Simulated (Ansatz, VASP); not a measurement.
One calculation of Mg, two programs

```
CELL_PARAMETERS angstrom
0.00000 2.19883 2.19883
2.19883 0.00000 2.19883
2.19883 2.19883 0.00000
ATOMIC_POSITIONS crystal
Mg 0.00000 0.00000 0.00000
```

Change from the starting cell: volume scaled by 0.9405.

Alike in both runs: task single point; functional LDA; k mesh 16 × 16 × 16; occupations fermi-dirac, width 0.03 eV; no spin polarisation.

```csv
,VASP,Ansatz
version,VASP 6.6.1,Ansatz 0.2.0
potentials or method,"VASP PAW LDA potentials, release 64 (Mg), cutoff 520 eV","all-electron LAPW, scalar-relativistic"
```

VASP gave:

```
pressure (GPa) : 0.7
```

Estimate Ansatz's values.

pressure (GPa): 1.0.

LDA's correlation is that of Perdew and Zunger in VASP and of Perdew and Wang (1992) in Ansatz. Ansatz ran all-electron here, and VASP with PAW potentials.
